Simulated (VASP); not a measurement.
# La2B6Rh9 (P6/mmm) in VASP: electric field gradients with PBE

Aim: the electric field gradients of La2B6Rh9 with PBE.

All numbers are computed with VASP 6.6.1; they aren't measurements. Logs are shortened: lines on timing, memory, paths and dates and some standing lists are left out, and cuts for length are marked.

## (1) The cell of the first run

Symmetry: P6/mmm, No. 191, hexagonal system. Conventional cell: a = 5.657 Å, b = 5.657 Å, c = 8.517 Å, α = 90.00°, β = 90.00°, γ = 120.00°. La (site symmetry 6mm) has 12 Rh at 3.02 to 3.36 Å and 12 B at 3.29 to 4.08 Å and 1 La at 3.64 Å within 4.1 Å. B (site symmetry -6m2) has 6 Rh at 2.14 Å and 2 B at 2.84 Å within 2.9 Å. B (site symmetry 3m) has 6 Rh at 2.16 to 2.19 Å and 2 B at 2.83 to 2.84 Å within 2.9 Å. Within 2.9 Å of Rh (site symmetry 2mm) lie 4 B at 2.14 to 2.19 Å and 6 Rh at 2.78 to 2.87 Å. Within 2.9 Å of Rh (site symmetry mmm) lie 4 B at 2.16 Å and 6 Rh at 2.83 to 2.87 Å.

## (2) Electric field gradients, PBE

INCAR

```
ALGO = Normal
EDIFF = 1E-8
ENCUT = 520
GGA = PE
ISIF = 2
ISMEAR = -1
LASPH = T
LCHARG = F
LEFG = T
LREAL = Auto
LWAVE = F
NBANDS = 102
NELM = 100
PREC = Accurate
SIGMA = 0.05
```

KPOINTS

```
k-points
0
Gamma
  6 6 4
```

POSCAR

```
La2B6Rh9
1.0
    5.6573306249      0.0000000000      0.0000000000
   -2.8286653125      4.8993920388      0.0000000000
    0.0000000000      0.0000000000      8.5167369000
La B Rh
2 6 9
Direct
    0.0000000000      0.0000000000      0.7135753700
    0.0000000000      0.0000000000      0.2864246300
    0.6666666667      0.3333333333      0.0000000000
    0.3333333333      0.6666666667      0.0000000000
    0.6666666667      0.3333333333      0.6660175200
    0.3333333333      0.6666666667      0.6660175200
    0.3333333333      0.6666666667      0.3339824800
    0.6666666667      0.3333333333      0.3339824800
    0.5000000000      0.5000000000      0.8368924500
    0.5000000000      0.0000000000      0.8368924500
    0.0000000000      0.5000000000      0.8368924500
    0.5000000000      0.5000000000      0.1631075500
    0.5000000000      0.0000000000      0.1631075500
    0.0000000000      0.5000000000      0.1631075500
    0.5000000000      0.5000000000      0.5000000000
    0.5000000000      0.0000000000      0.5000000000
    0.0000000000      0.5000000000      0.5000000000
```

Potentials or basis: VASP PAW PBE potentials, release 64 (La, B, Rh_pv).

Run with:

```
$ cat potpaw_PBE.64/La/POTCAR potpaw_PBE.64/B/POTCAR potpaw_PBE.64/Rh_pv/POTCAR > POTCAR
$ mpirun -np 1 vasp_std > vasp.out
```

OUTCAR:

```text
EDIFF = 1E-8
   ENCUT = 520
   GGA = PE
   ISIF = 2
   ISMEAR = -1
   LASPH = T
   LREAL = Auto
   NELM = 100
   PREC = Accurate

 ion  position               nearest neighbor table
   1  0.000  0.000  0.714-  10 3.02  10 3.02   9 3.02   9 3.02  11 3.02  11 3.02  16 3.36  16 3.36
                            15 3.36  15 3.36  17 3.36  17 3.36   2 3.64
   2  0.000  0.000  0.286-  13 3.02  13 3.02  12 3.02  12 3.02  14 3.02  14 3.02  16 3.36  16 3.36
                            15 3.36  15 3.36  17 3.36  17 3.36   1 3.64
   3  0.667  0.333  0.000-  11 2.14  14 2.14  13 2.14  10 2.14   9 2.14  12 2.14
   4  0.333  0.667  0.000-  11 2.14  14 2.14  13 2.14  10 2.14   9 2.14  12 2.14
   5  0.667  0.333  0.666-  17 2.16  16 2.16  15 2.16  11 2.19  10 2.19   9 2.19
   6  0.333  0.667  0.666-  17 2.16  16 2.16  15 2.16  11 2.19  10 2.19   9 2.19
   7  0.333  0.667  0.334-  17 2.16  16 2.16  15 2.16  14 2.19  13 2.19  12 2.19
   8  0.667  0.333  0.334-  17 2.16  16 2.16  15 2.16  14 2.19  13 2.19  12 2.19
   9  0.500  0.500  0.837-   3 2.14   4 2.14   5 2.19   6 2.19  12 2.78  11 2.83  11 2.83  10 2.83
                            10 2.83  15 2.87   1 3.02   1 3.02
  10  0.500  0.000  0.837-   3 2.14   4 2.14   5 2.19   6 2.19  13 2.78  11 2.83  11 2.83   9 2.83
                             9 2.83  16 2.87   1 3.02   1 3.02
  11  0.000  0.500  0.837-   3 2.14   4 2.14   5 2.19   6 2.19  14 2.78   9 2.83   9 2.83  10 2.83
                            10 2.83  17 2.87   1 3.02   1 3.02
  12  0.500  0.500  0.163-   3 2.14   4 2.14   7 2.19   8 2.19   9 2.78  14 2.83  14 2.83  13 2.83
                            13 2.83  15 2.87   2 3.02   2 3.02
  13  0.500  0.000  0.163-   3 2.14   4 2.14   7 2.19   8 2.19  10 2.78  14 2.83  14 2.83  12 2.83
                            12 2.83  16 2.87   2 3.02   2 3.02
  14  0.000  0.500  0.163-   3 2.14   4 2.14   7 2.19   8 2.19  11 2.78  12 2.83  12 2.83  13 2.83
                            13 2.83  17 2.87   2 3.02   2 3.02
  15  0.500  0.500  0.500-   5 2.16   6 2.16   7 2.16   8 2.16  17 2.83  17 2.83  16 2.83  16 2.83
                             9 2.87  12 2.87   1 3.36   2 3.36   1 3.36   2 3.36
  16  0.500  0.000  0.500-   5 2.16   6 2.16   7 2.16   8 2.16  17 2.83  17 2.83  15 2.83  15 2.83
                            10 2.87  13 2.87   1 3.36   1 3.36   2 3.36   2 3.36
  17  0.000  0.500  0.500-   5 2.16   6 2.16   7 2.16   8 2.16  15 2.83  15 2.83  16 2.83  16 2.83
                            11 2.87  14 2.87   1 3.36   2 3.36   1 3.36   2 3.36

  LATTYP: Found a hexagonal cell.
 ALAT       =     5.6573306249
 C/A-ratio  =     1.5054338282

  Lattice vectors:

 A1 = (   5.6573306249,   0.0000000000,   0.0000000000)
 A2 = (  -2.8286653125,   4.8993920388,   0.0000000000)
 A3 = (   0.0000000000,   0.0000000000,   8.5167369000)

Analysis of symmetry for initial positions (statically):
=====================================================================
 Subroutine PRICEL returns:
 Original cell was already a primitive cell.

 Routine SETGRP: Setting up the symmetry group for a
 hexagonal supercell.

 Subroutine GETGRP returns: Found 24 space group operations
 (whereof 24 operations were pure point group operations)
 out of a pool of 24 trial point group operations.

The static configuration has the point symmetry D_6h.

Analysis of symmetry for dynamics (positions and initial velocities):
=====================================================================
 Subroutine PRICEL returns:
 Original cell was already a primitive cell.

 Routine SETGRP: Setting up the symmetry group for a
 hexagonal supercell.

 Subroutine GETGRP returns: Found 24 space group operations
 (whereof 24 operations were pure point group operations)
 out of a pool of 24 trial point group operations.

The dynamic configuration has the point symmetry D_6h.

 Subroutine INISYM returns: Found 24 space group operations
 (whereof 24 operations are pure point group operations),
 and found     1 'primitive' translations

----------------------------------------------------------------------------------------

                                     Primitive cell

[... 125 lines left out ...]
   TEBEG  =    0.0;   TEEND  =   0.0 temperature during run
   PSTRESS=    0.0 pullay stress
   NELECT =     175.0000    total number of electrons
   NUPDOWN=      -1.0000    fix difference up-down
   EMIN   =  10.00;   EMAX   =-10.00  energy-range for DOS
   EFERMI =   0.00;   METHOD = LEGACY
   ISMEAR =    -1;   SIGMA  =   0.05  broadening in eV -4-tet -1-fermi 0-gaus
   EFERMI_NEDOS =   21; number of points for ismear=-14 and -15
   IALGO  =     38    algorithm
   IMIX   =      4    mixing-type and parameters
     AMIX     =   0.40;   BMIX     =  1.00
     AMIX_MAG =   1.60;   BMIX_MAG =  1.00
  volume/ion in A,a.u.               =      13.89        93.71
  Fermi-wavevector in a.u.,A,eV,Ry     =   1.481649  2.799910 29.868629  2.195282
  Thomas-Fermi vector in A             =   2.595533
   LORBIT       =      0    0 simple, 1 ext, 2 COOP (PROOUT), +10 PAW based schemes
   GGA     = PE    functional components
   LHFCALC =     F    Hartree Fock is set to
   AEXX    =    0.0000 exact exchange contribution
   IVDW    =     0    specifies the selected vdW correction
   LEPSILON=     F    determine dielectric tensor
   LRPA    =     F    only Hartree local field effects (RPA)
 non-spin polarized calculation
  energy-cutoff  :      520.00
  volume of cell :      236.06
 maximum number of plane-waves:      6416
   NGX = 21   NGY = 21   NGZ = 31

 number of electron     175.0000002 magnetization

 Free energy of the ion-electron system (eV)
  ---------------------------------------------------
  ext. energy  EPLUGINS =         0.00000000
  ---------------------------------------------------
  free energy    TOTEN  =      -126.36209950 eV

  energy without entropy =     -126.32845156  energy(sigma->0) =     -126.34527553

 E-fermi :   9.8861     XC(G=0): -12.3141

 val. band max:        9.8730949576   @ k =   0.1667   0.0000   0.5000
 cond. band min:       9.8970067257   @ k =   0.0000   0.0000   0.0000
 fundamental gap:      0.0239117681
 Fermi energy:         9.8860555098

 k-point     1 :       0.0000    0.0000    0.0000
  band No.  band energies     occupation
      1     -37.2861      2.00000
      2     -37.2038      2.00000
      3     -37.1858      2.00000
      4     -37.0184      2.00000
      5     -37.0060      2.00000
      6     -37.0060      2.00000
[... 2131 lines left out ...]
     98      12.4008      0.00000
     99      12.4016      0.00000
 [bands above 99 left out]

------------------------ aborting loop because EDIFF is reached ----------------------------------------

  FORCE on cell =-STRESS in cart. coord.  units (eV):
  Direction    XX          YY          ZZ          XY          YZ          ZX
  --------------------------------------------------------------------------------------
  -------------------------------------------------------------------------------------
  Total        3.9382133      3.9382133      3.7632299     -0.0000000      0.0000000      0.0000000
  in kB       26.7290072     26.7290072     25.5413797     -0.0000000      0.0000000      0.0000000
  external PRESSURE =      26.3331314 kB  Pullay stress =       0.0000000 kB

 VOLUME and BASIS-vectors are now :
 -----------------------------------------------------------------------------
  energy-cutoff  :      520.00
  volume of cell :      236.06
      direct lattice vectors                 reciprocal lattice vectors
     5.657330625  0.000000000  0.000000000     0.176761810  0.102053478  0.000000000
    -2.828665313  4.899392039  0.000000000     0.000000000  0.204106957  0.000000000
     0.000000000  0.000000000  8.516736900     0.000000000  0.000000000  0.117415861

 POSITION                                       TOTAL-FORCE (eV/Angst)
 -----------------------------------------------------------------------------------
      0.00000      0.00000      6.07733         0.000000     -0.000000     -0.037155
      0.00000      0.00000      2.43940         0.000000      0.000000      0.037155
      2.82867      1.63313      0.00000        -0.000000     -0.000000     -0.000000
     -0.00000      3.26626      0.00000        -0.000000      0.000000     -0.000000
      2.82867      1.63313      5.67230         0.000000      0.000000      0.039652
     -0.00000      3.26626      5.67230        -0.000000     -0.000000      0.039652
[... 9 lines left out ...]
      2.82867      0.00000      4.25837        -0.000000      0.000000     -0.000000
     -1.41433      2.44970      4.25837        -0.000000      0.000000     -0.000000
 -----------------------------------------------------------------------------------
    total drift:                               -0.000000      0.000000     -0.000000

  FREE ENERGIE OF THE ION-ELECTRON SYSTEM (eV)
  ---------------------------------------------------
  free  energy   TOTEN  =      -126.3620995037 eV

  energy  without entropy=     -126.3284515569  energy(sigma->0) =     -126.34527553

 Electric field gradients (V/A^2)
---------------------------------------------------------------------
 ion       V_xx      V_yy      V_zz      V_xy      V_xz      V_yz
---------------------------------------------------------------------
   1     -96.169   -96.169   192.337    -0.000    -0.000     0.000
   2     -96.169   -96.169   192.337    -0.000    -0.000    -0.000
   3      -0.360    -0.361     0.721    -0.000     0.000    -0.000
   4      -0.360    -0.361     0.721    -0.000     0.000    -0.000
   5      -0.778    -0.778     1.556    -0.000     0.000    -0.000
   6      -0.778    -0.778     1.556    -0.000    -0.000     0.000
[... 9 lines left out ...]
  16      46.553   -30.110   -16.443    -0.002     0.000     0.000
  17     -10.943    27.386   -16.443   -33.197     0.000     0.000
---------------------------------------------------------------------

 Electric field gradients after diagonalization (V/A^2)
 (convention: |V_zz| > |V_xx| > |V_yy|)
----------------------------------------------------------------------
 ion       V_xx      V_yy      V_zz     asymmetry (V_yy - V_xx)/ V_zz
----------------------------------------------------------------------
   1     -96.169   -96.169   192.337       0.000
   2     -96.169   -96.169   192.337       0.000
   3      -0.361    -0.360     0.721       0.000
   4      -0.361    -0.360     0.721       0.000
   5      -0.778    -0.778     1.556       0.000
   6      -0.778    -0.778     1.556       0.000
[... 9 lines left out ...]
  16     -30.110   -16.443    46.553       0.294
  17     -30.110   -16.443    46.553       0.294
----------------------------------------------------------------------

           NMR quadrupolar parameters

 Cq : quadrupolar parameter    Cq=e*Q*V_zz/h
 eta: asymmetry parameters     (V_yy - V_xx)/ V_zz
 Q  : nuclear electric quadrupole moment in mb (millibarn)
----------------------------------------------------------------------
 ion       Cq(MHz)       eta       Q (mb)
----------------------------------------------------------------------
   1       0.465       0.000       1.000
   2       0.465       0.000       1.000
   3       0.002       0.000       1.000
   4       0.002       0.000       1.000
   5       0.004       0.000       1.000
   6       0.004       0.000       1.000
[... 9 lines left out ...]
  16       0.113       0.294       1.000
  17       0.113       0.294       1.000
----------------------------------------------------------------------
```

Wall time 49 min (1 thread of Intel Xeon Platinum 8375C at 2.90GHz (Ice Lake), shared host); peak memory 0.53 GiB.

What came out:

```yaml
Free_energy: -126.3621 eV
Pressure: 2.6 GPa
Largest_force: 0.040 eV/Å
Band_gap_on_the_k_mesh: zero (an odd number of electrons rules out a gap without spin polarisation)
Largest_electric_field_gradient_by_atom: La +192.3; B +0.7, +1.6 (each value once); Rh +80.5, +80.6, +46.5, +46.6 (each value once) V/Å²
```

Forces in eV/Å, atoms in the order of the input:
```
La   0.000  0.000 -0.037
La   0.000  0.000  0.037
B    0.000  0.000  0.000
B    0.000  0.000  0.000
B    0.000  0.000  0.040
B    0.000  0.000  0.040
B    0.000  0.000 -0.040
B    0.000  0.000 -0.040
Rh   0.000  0.000 -0.017
Rh   0.000  0.000 -0.017
Rh   0.000  0.000 -0.017
Rh   0.000  0.000  0.017
Rh   0.000  0.000  0.017
Rh   0.000  0.000  0.017
Rh   0.000  0.000  0.000
Rh   0.000  0.000  0.000
Rh   0.000  0.000  0.000
```

Levels at points of the mesh, in eV from the Fermi level:
| k point | band 84 | band 85 | band 86 | band 87 | band 88 | band 89 | band 90 | band 91 |
| --- | --- | --- | --- | --- | --- | --- | --- | --- |
| (0.00, 0.00, 0.00) | -0.88 | -0.77 | 0.01 | 0.08 | 0.09 | 0.09 | 0.11 | 0.64 |
| (0.50, 0.00, 0.00) | -1.61 | -1.51 | -1.32 | -0.93 | 0.87 | 1.10 | 1.17 | 1.19 |
| (0.00, 0.00, 0.50) | -0.07 | -0.07 | 0.03 | 0.05 | 0.12 | 0.13 | 0.13 | 0.53 |
| (0.50, 0.00, 0.50) | -1.41 | -0.86 | -0.49 | -0.40 | 0.13 | 0.15 | 0.83 | 0.95 |

Electric field gradients, principal values (V/Å²):
| atom | least | middle | greatest (by size) |
| --- | --- | --- | --- |
| 1 La | -96.169 | -96.169 | 192.337 |
| 2 La | -96.169 | -96.169 | 192.337 |
| 3 B | -0.360 | -0.361 | 0.721 |
| 4 B | -0.360 | -0.361 | 0.721 |
| 5 B | -0.778 | -0.778 | 1.556 |
| 6 B | -0.778 | -0.778 | 1.556 |
| 7 B | -0.778 | -0.778 | 1.556 |
| 8 B | -0.778 | -0.778 | 1.556 |
| 9 Rh | -39.451 | -41.099 | 80.549 |
| 10 Rh | -39.454 | -41.099 | 80.553 |
| 11 Rh | -39.454 | -41.099 | 80.553 |
| 12 Rh | -39.451 | -41.099 | 80.549 |
| 13 Rh | -39.454 | -41.099 | 80.553 |
| 14 Rh | -39.454 | -41.099 | 80.553 |
| 15 Rh | -16.443 | -30.107 | 46.550 |
| 16 Rh | -16.443 | -30.110 | 46.553 |
| 17 Rh | -16.443 | -30.110 | 46.553 |

Caveat: without QUAD_EFG the Cq values of the log hold for a quadrupole moment of 1 mb, not for the nuclei; spin-orbit coupling is left out, which moves the levels of the heavy elements.

The gap in the log of VASP goes by the Fermi energy; the results here count the filled bands.